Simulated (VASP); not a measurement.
Input of a VASP 6.6.1 run:

INCAR

```
ALGO     = Normal         # electronic algorithm
EDIFF    = 1E-6           # SCF threshold, eV
EDIFFG   = -0.01          # ionic threshold
ENCUT    = 600            # plane-wave cutoff, eV
GGA      = RE             # functional
IBRION   = 2              # ionic algorithm
ISIF     = 3              # what is computed and relaxed
ISMEAR   = -1             # smearing method
LASPH    = T              # aspherical terms in the spheres
LCHARG   = F              # write CHGCAR
LREAL    = F              # projectors in reciprocal space
LWAVE    = F              # write WAVECAR
NELM     = 60             # most SCF steps
NSW      = 60             # ionic steps
PREC     = Accurate       # precision mode
SIGMA    = 0.05           # smearing width, eV
```

Contents of KPOINTS:

```
k-points
0
Gamma
  9 9 9
```

The input POSCAR:

```
MgS
1.0
    0.0000000000      2.6016500000      2.6016500000
    2.6016500000      0.0000000000      2.6016500000
    2.6016500000      2.6016500000      0.0000000000
S Mg
1 1
Direct
    0.5000000000      0.5000000000      0.5000000000
    0.0000000000      0.0000000000      0.0000000000
```

Potentials or basis: VASP PAW PBE potentials, release 64 (S, Mg).

The run is started by

```bash
$ cat potpaw_PBE.64/S/POTCAR potpaw_PBE.64/Mg/POTCAR > POTCAR
$ mpirun -np 1 vasp_std > vasp.out
```

Estimate the space group after relaxing (to 0.05 Å).

Fm-3m (No. 225).

What does it give for the relaxed volume?

18.21 Å³/atom.

Estimate the relaxed cell.

a = 3.720 Å, b = 3.720 Å, c = 3.720 Å, α = 60.00°, β = 60.00°, γ = 60.00°.

Predict the band gap on the k mesh.

2.95 eV, indirect (least direct gap 3.58 eV).

Final structure:
```yaml
crystal:
  lattice:
    - [0.00000, 2.63070, 2.63070]
    - [2.63070, 0.00000, 2.63070]
    - [2.63070, 2.63070, 0.00000]
  atoms:
    - { symbol: S, position: [0.50000, 0.50000, 0.50000] }
    - { symbol: Mg, position: [0.00000, 0.00000, 0.00000] }
```

Caveat: the PAW data sets were made with another functional, which shifts forces and pressure a little. Zero-point motion and thermal expansion aren't in these numbers.
